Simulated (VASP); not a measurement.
# GaP (F-43m) in VASP: a series of runs, part 2 of 2

VASP 6.6.1.

### 3 Single point, PBEsol

This run uses another cell than the first one, of 20.11 Å³/atom.

INCAR reads:

```
SYSTEM = GaP
PREC     = Accurate       ! precision mode
ENCUT    = 520            ! plane-wave cutoff, eV
EDIFF    = 1E-6           ! SCF threshold, eV
ISMEAR   = -1             ! smearing method
SIGMA    = 0.02           ! smearing width, eV
LREAL    = .FALSE.        ! projectors in reciprocal space
LASPH    = .TRUE.         ! aspherical terms in the spheres
NELM     = 80             ! most SCF steps
ALGO     = Normal         ! electronic algorithm
ISIF     = 2              ! what is computed and relaxed
LWAVE    = .FALSE.        ! write WAVECAR
LCHARG   = .FALSE.        ! write CHGCAR
GGA      = PS             ! functional
NBANDS   = 16             ! bands
```

KPOINTS reads:

```
Automatic mesh
0
G
  8 8 8
  0 0 0
```

POSCAR reads:

```
GaP
1.0
    0.0000000000      2.7192837374      2.7192837374
    2.7192837374      0.0000000000      2.7192837374
    2.7192837374      2.7192837374      0.0000000000
Ga P
1 1
Direct
    0.0000000000      0.0000000000      0.0000000000
    0.2500000000      0.2500000000      0.2500000000
```

Potentials or basis: VASP PAW PBE potentials, release 64 (Ga_d, P).

The run is started by

```sh
$ cat potpaw_PBE.64/Ga_d/POTCAR potpaw_PBE.64/P/POTCAR > POTCAR
$ mpirun -np 1 vasp_std > vasp.out
```

OUTCAR:

```text
SYSTEM = GaP
   PREC = Accurate
   ENCUT = 520
   EDIFF = 1E-6
   ISMEAR = -1
   LREAL = .FALSE.
   LASPH = .TRUE.
   NELM = 80
   ISIF = 2
   GGA = PS

 ion  position               nearest neighbor table
   1  0.000  0.000  0.000-   2 2.35   2 2.35   2 2.35   2 2.35
   2  0.250  0.250  0.250-   1 2.35   1 2.35   1 2.35   1 2.35

  LATTYP: Found a face centered cubic cell.
 ALAT       =     5.4385674748

  Lattice vectors:

 A1 = (   0.0000000000,   2.7192837374,   2.7192837374)
 A2 = (   2.7192837374,   0.0000000000,   2.7192837374)
 A3 = (   2.7192837374,   2.7192837374,   0.0000000000)

Analysis of symmetry for initial positions (statically):
=====================================================================
 Subroutine PRICEL returns:
 Original cell was already a primitive cell.

 Routine SETGRP: Setting up the symmetry group for a
 face centered cubic supercell.

 Subroutine GETGRP returns: Found 24 space group operations
 (whereof 24 operations were pure point group operations)
 out of a pool of 48 trial point group operations.

The static configuration has the point symmetry T_d .

Analysis of symmetry for dynamics (positions and initial velocities):
=====================================================================
 Subroutine PRICEL returns:
 Original cell was already a primitive cell.

 Routine SETGRP: Setting up the symmetry group for a
 face centered cubic supercell.

 Subroutine GETGRP returns: Found 24 space group operations
 (whereof 24 operations were pure point group operations)
 out of a pool of 48 trial point group operations.

The dynamic configuration has the point symmetry T_d .

 Subroutine INISYM returns: Found 24 space group operations
 (whereof 24 operations are pure point group operations),
 and found     1 'primitive' translations

[... 110 lines left out ...]
   EFERMI_NEDOS =   21; number of points for ismear=-14 and -15
   IALGO  =     38    algorithm
   IMIX   =      4    mixing-type and parameters
     AMIX     =   0.40;   BMIX     =  1.00
     AMIX_MAG =   1.60;   BMIX_MAG =  1.00
  volume/ion in A,a.u.               =      20.11       135.69
  Fermi-wavevector in a.u.,A,eV,Ry     =   1.252279  2.366464 21.336697  1.568203
  Thomas-Fermi vector in A             =   2.386187
   LORBIT       =      0    0 simple, 1 ext, 2 COOP (PROOUT), +10 PAW based schemes
   GGA     = PS    functional components
   LHFCALC =     F    Hartree Fock is set to
   AEXX    =    0.0000 exact exchange contribution
   IVDW    =     0    specifies the selected vdW correction
   LEPSILON=     F    determine dielectric tensor
   LRPA    =     F    only Hartree local field effects (RPA)
 non-spin polarized calculation
  energy-cutoff  :      520.00
  volume of cell :       40.22
 maximum number of plane-waves:      1106
 NGX is ok and might be reduce to    30
   NGX = 15   NGY = 15   NGZ = 15

 number of electron      17.9999987 magnetization

 Free energy of the ion-electron system (eV)
  ---------------------------------------------------
  ext. energy  EPLUGINS =         0.00000000
  ---------------------------------------------------
  free energy    TOTEN  =        -9.92109213 eV

  energy without entropy =       -9.92109213  energy(sigma->0) =       -9.92109213

 E-fermi :   5.0719     XC(G=0): -10.0511

 val. band max:        4.6359043419   @ k =   0.0000   0.0000   0.0000
 cond. band min:       6.1389332428   @ k =   0.5000   0.5000   0.0000
 fundamental gap:      1.5030289009
 Fermi energy:         5.0719008790

 k-point     1 :       0.0000    0.0000    0.0000
  band No.  band energies     occupation
      1      -9.9164      2.00000
      2      -9.9164      2.00000
      3      -9.9164      2.00000
      4      -9.8137      2.00000
      5      -9.8137      2.00000
      6      -7.9380      2.00000
[... 433 lines left out ...]
      3      -9.8721      2.00000
      4      -9.8193      2.00000
      5      -9.8062      2.00000
      6      -5.4115      2.00000
[... 8 lines left out ...]
     15      16.5588      0.00000
     16      17.1126      0.00000

 [... further k-points ...]

------------------------ aborting loop because EDIFF is reached ----------------------------------------

  FORCE on cell =-STRESS in cart. coord.  units (eV):
  Direction    XX          YY          ZZ          XY          YZ          ZX
  --------------------------------------------------------------------------------------
  -------------------------------------------------------------------------------------
  Total       -0.0241345     -0.0241345     -0.0241345      0.0000000      0.0000000     -0.0000000
  in kB       -0.9615151     -0.9615151     -0.9615151      0.0000000      0.0000000     -0.0000000
  external PRESSURE =      -0.9615151 kB  Pullay stress =       0.0000000 kB

 VOLUME and BASIS-vectors are now :
 -----------------------------------------------------------------------------
  energy-cutoff  :      520.00
  volume of cell :       40.22
      direct lattice vectors                 reciprocal lattice vectors
     0.000000000  2.719283737  2.719283737    -0.183871949  0.183871949  0.183871949
     2.719283737  0.000000000  2.719283737     0.183871949 -0.183871949  0.183871949
     2.719283737  2.719283737  0.000000000     0.183871949  0.183871949 -0.183871949

 POSITION                                       TOTAL-FORCE (eV/Angst)
 -----------------------------------------------------------------------------------
      0.00000      0.00000      0.00000         0.000000     -0.000000     -0.000000
      1.35964      1.35964      1.35964        -0.000000      0.000000      0.000000
 -----------------------------------------------------------------------------------
    total drift:                                0.000000      0.000000      0.000000

  FREE ENERGIE OF THE ION-ELECTRON SYSTEM (eV)
  ---------------------------------------------------
  free  energy   TOTEN  =        -9.9210921332 eV

  energy  without entropy=       -9.9210921332  energy(sigma->0) =       -9.92109213
```

OSZICAR:

```text
N       E                     dE             d eps       ncg     rms          rms(c)
DAV:   1     0.790663808652E+02    0.79066E+02   -0.89735E+03   944   0.162E+03
DAV:   2    -0.407348247018E+01   -0.83140E+02   -0.79466E+02  1096   0.306E+02
DAV:   3    -0.101084100325E+02   -0.60349E+01   -0.60174E+01  1136   0.640E+01
DAV:   4    -0.102066094235E+02   -0.98199E-01   -0.98178E-01  1168   0.906E+00
DAV:   5    -0.102085458119E+02   -0.19364E-02   -0.19364E-02  1176   0.110E+00    0.415E+00
DAV:   6    -0.996248271755E+01    0.24606E+00   -0.35207E-01  1456   0.115E+01    0.264E+00
DAV:   7    -0.992369071112E+01    0.38792E-01   -0.81138E-02  1296   0.222E+00    0.987E-01
DAV:   8    -0.992089097329E+01    0.27997E-02   -0.12020E-02  1088   0.127E+00    0.180E-01
DAV:   9    -0.992104149946E+01   -0.15053E-03   -0.99911E-04  1360   0.422E-01    0.627E-02
DAV:  10    -0.992106563347E+01   -0.24134E-04   -0.58878E-05  1384   0.840E-02    0.273E-02
DAV:  11    -0.992109223050E+01   -0.26597E-04   -0.27314E-05  1072   0.519E-02    0.649E-03
DAV:  12    -0.992109213322E+01    0.97280E-07   -0.87492E-07   928   0.101E-02
   1 F= -.99210921E+01 E0= -.99210921E+01  d E =-.182105E-11
```

stdout:

```text
POSCAR found type information on POSCAR GaP
 POSCAR found :  2 types and       2 ions
 scaLAPACK will be used
 -----------------------------------------------------------------------------
|                                                                             |
|                                                                             |
|     You enforced a specific xc type in the INCAR file but a different       |
|     I HOPE YOU KNOW WHAT YOU ARE DOING!                                     |
|                                                                             |
 -----------------------------------------------------------------------------

 LDA part: xc-table for (Slater+PW92), standard interpolation
 POSCAR, INCAR and KPOINTS ok, starting setup
 FFT: planning ... GRIDC
 FFT: planning ... GRID_SOFT
 FFT: planning ... GRID
 WAVECAR not read
 entering main loop
```

Run time: 11 s. Hardware: 1 thread of AMD EPYC 9R45 (Zen 5), shared host; peak memory 0.14 GiB.

Results:

| Quantity | Value |
| --- | --- |
| Free energy | -9.9211 eV |
| Pressure | -0.1 GPa |
| Band gap on the k mesh | 1.50 eV (least direct gap 1.80 eV) |

Caveat: the PAW data sets were made with another functional, which shifts forces and pressure a little.

### 4 Single point, LDA

This run uses another cell than the first one, of 19.59 Å³/atom.

INCAR reads:

```
SYSTEM = GaP
ALGO = Normal
EDIFF = 1E-7
ENCUT = 520
ISIF = 2
ISMEAR = -1
LASPH = .True.
LCHARG = .False.
LREAL = .False.
LWAVE = .False.
NBANDS = 16
NELM = 60
PREC = Accurate
SIGMA = 0.02
```

KPOINTS reads:

```
k-points
0
Gamma
  8 8 8
  0 0 0
```

POSCAR reads:

```
GaP
1.0
    0.0000000000      2.6957401099      2.6957401099
    2.6957401099      0.0000000000      2.6957401099
    2.6957401099      2.6957401099      0.0000000000
Ga P
1 1
Direct
    0.0000000000      0.0000000000      0.0000000000
    0.2500000000      0.2500000000      0.2500000000
```

Potentials or basis: VASP PAW LDA potentials, release 64 (Ga_d, P).

The run is started by

```sh
$ cat potpaw_LDA.64/Ga_d/POTCAR potpaw_LDA.64/P/POTCAR > POTCAR
$ mpirun -np 1 vasp_std > vasp.out
```

Run time: 9.5 s. Hardware: 1 thread of AMD EPYC 9R45 (Zen 5), shared host; peak memory 0.11 GiB.

The run converged. Its results:

```
Free energy            : -10.4508 eV
Pressure               : 0.1 GPa
Band gap on the k mesh : 1.43 eV (least direct gap 1.91 eV)
```

Levels at points of the mesh, in eV from the valence-band top:
| k point | band 5 | band 6 | band 7 | band 8 | band 9 | band 10 | band 11 | band 12 | band 13 | band 14 |
| --- | --- | --- | --- | --- | --- | --- | --- | --- | --- | --- |
| (0.00, 0.00, 0.00) | -14.66 | -12.76 | 0.00 | 0.00 | 0.00 | 1.91 | 3.78 | 3.78 | 3.78 | 8.64 |
| (0.50, 0.00, 0.00) | -14.65 | -10.57 | -6.90 | -1.18 | -1.18 | 1.62 | 4.62 | 4.62 | 8.11 | 10.88 |
| (0.50, 0.50, 0.00) | -14.63 | -9.60 | -7.00 | -2.82 | -2.82 | 1.43 | 1.65 | 10.70 | 10.70 | 11.27 |

### 5 Single point, PBE

This run uses another cell than the first one, of 20.85 Å³/atom.

INCAR reads:

```
PREC     = Accurate       # precision mode
ENCUT    = 520            # plane-wave cutoff, eV
EDIFF    = 1E-6           # SCF threshold, eV
ISMEAR   = -1             # smearing method
SIGMA    = 0.02           # smearing width, eV
LREAL    = F              # projectors in reciprocal space
LASPH    = T              # aspherical terms in the spheres
NELM     = 60             # most SCF steps
ALGO     = Normal         # electronic algorithm
ISIF     = 2              # what is computed and relaxed
LWAVE    = F              # write WAVECAR
LCHARG   = F              # write CHGCAR
GGA      = PE             # functional
NBANDS   = 16             # bands
```

KPOINTS reads:

```
Automatic mesh
0
Gamma
  8 8 8
```

POSCAR reads:

```
GaP
1.0
    0.0000000000      2.7525368039      2.7525368039
    2.7525368039      0.0000000000      2.7525368039
    2.7525368039      2.7525368039      0.0000000000
Ga P
1 1
Direct
    0.0000000000      0.0000000000      0.0000000000
    0.2500000000      0.2500000000      0.2500000000
```

Potentials or basis: VASP PAW PBE potentials, release 64 (Ga_d, P).

The run is started by

```sh
$ cat potpaw_PBE.64/Ga_d/POTCAR potpaw_PBE.64/P/POTCAR > POTCAR
$ mpirun -np 1 vasp_std > vasp.out
```

It took 11 s on 1 thread of AMD EPYC 9R45 (Zen 5), shared host; peak memory 0.14 GiB.

It converged, with:

| Quantity | Value |
| --- | --- |
| Free energy | -9.1256 eV |
| Pressure | 0.0 GPa |
| Band gap on the k mesh | 1.58 eV |

Levels at points of the mesh, in eV from the valence-band top:
```tsv
k point	band 5	band 6	band 7	band 8	band 9	band 10	band 11	band 12	band 13	band 14
(0.00, 0.00, 0.00)	-14.41	-12.27	0.00	0.00	0.00	1.58	3.90	3.90	3.90	8.68
(0.50, 0.00, 0.00)	-14.41	-10.30	-6.46	-1.07	-1.07	1.58	4.73	4.73	8.23	10.68
(0.50, 0.50, 0.00)	-14.39	-9.44	-6.61	-2.58	-2.58	1.72	1.85	10.37	10.37	10.93
```

### 6 Overview

```csv
level,potentials or basis,cell,smearing,gap on the mesh (eV),pressure (GPa)
LDA,"VASP PAW LDA potentials, release 64 (Ga_d, P)","a = 3.854 Å, angles 60.0°, 2 atoms",gaussian 0.01 eV,1.49,-2.7
PBEsol,"VASP PAW PBE potentials, release 64 (Ga_d, P)","a = 3.846 Å, angles 60.0°, 2 atoms",fermi-dirac 0.02 eV,1.50,-0.1
LDA,"VASP PAW LDA potentials, release 64 (Ga_d, P)","a = 3.812 Å, angles 60.0°, 2 atoms",fermi-dirac 0.02 eV,1.43,0.1
PBE,"VASP PAW PBE potentials, release 64 (Ga_d, P)","a = 3.893 Å, angles 60.0°, 2 atoms",fermi-dirac 0.02 eV,1.58,0.0
```

Alike in all rows: task single point; no spin polarisation; k mesh 8 × 8 × 8; cutoff (eV) 520.

Caveats: the PAW data sets were made with another functional, which shifts forces and pressure a little (at least some runs).

Absolute energies hang on the potentials; compare differences alone.

### 7 Comparison with measurements

Step 3. A measured gap of GaP is 2.34 eV (indirect; 10 K; quoted in “Stacking defects in GaP nanowires: Electronic structure and optical properties”, 2018, arxiv:1810.01194); the calculated 1.50 eV misses it by -0.84 eV. Spin-orbit coupling on Ga is left out. The value is that of PBEsol on a finite k mesh, which can miss the band edges, without temperature or zero-point motion. Semilocal functionals fall short of measured gaps as a rule.

Step 4. Measured gap of GaP: 2.34 eV (indirect; 10 K; quoted in “Stacking defects in GaP nanowires: Electronic structure and optical properties”, 2018, arxiv:1810.01194). This calculation gives 1.43 eV (-0.91 eV). Spin-orbit coupling on Ga is left out. The value is that of LDA on a finite k mesh, which can miss the band edges, without temperature or zero-point motion. Semilocal functionals fall short of measured gaps as a rule.

Step 5. Measured gap of GaP: 2.34 eV (indirect; 10 K; quoted in “Stacking defects in GaP nanowires: Electronic structure and optical properties”, 2018, arxiv:1810.01194). This calculation gives 1.58 eV (-0.76 eV). Spin-orbit coupling on Ga is left out. The value is that of PBE on a finite k mesh, which can miss the band edges, without temperature or zero-point motion. Semilocal functionals fall short of measured gaps as a rule.
